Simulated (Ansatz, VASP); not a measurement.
# One calculation of Na, two programs

The input INCAR:

```
  ALGO = Normal
  EDIFF = 1E-6
  ENCUT = 520
  GGA = PS
  ISIF = 2
  ISMEAR = 0
  LASPH = True
  LCHARG = True
  LELF = True
  LREAL = False
  LVHAR = True
  LWAVE = False
  NBANDS = 10
  NELM = 60
  PREC = Accurate
  SIGMA = 0.1
```

KPOINTS

```
k-points
0
Gamma
  6 6 6
```

File POSCAR:

```
Na
1.0
    6.8305521007      0.0000000000      0.0000000000
    0.0000000000      6.8305521007      0.0000000000
    0.0000000000      0.0000000000      6.8305521007
Na
1
Direct
    0.0000000000      0.0000000000      0.0000000000
```

Input for Ansatz:

```yaml
crystal:
  lattice:
    - [6.8305521007, 0.0, 0.0]
    - [0.0, 6.8305521007, 0.0]
    - [0.0, 0.0, 6.8305521007]
  atoms:
    - { symbol: Na, position: [0.0, 0.0, 0.0] }
basis:
  ecutwfc: 420
kpoints:
  mp_grid: { grid: [6, 6, 6] }
hamiltonian:
  xc: pbesol
scf:
  occupations: { method: gaussian, width: 0.1 }
output:
  forces: true
  stress: true
  eigenvalues: true
```

Alike in both runs: task single point; functional PBEsol; k mesh 6 × 6 × 6; occupations gaussian, width 0.1 eV; no spin polarisation.

|  | VASP | Ansatz |
| --- | --- | --- |
| version | VASP 6.6.1 | Ansatz 0.2.0 |
| potentials or method | VASP PAW PBE potentials, release 64 (Na_pv), cutoff 520 eV | scalar-relativistic, plane waves, PAW |
| valence electrons in the cell | 7 | 9 |

```tsv
	VASP	Ansatz	Ansatz less VASP
gap on the k mesh at the Fermi level (eV)	none	none	-
pressure (GPa)	-0.2	-0.2	0.00
```

VASP's potentials were made for PBE, not for PBEsol. A gap of «none» marks a metal or a gap that the smearing closes. VASP's potentials hold 7 valence electrons a cell and Ansatz's 9, so a difference there can come from the potentials and not from the codes.
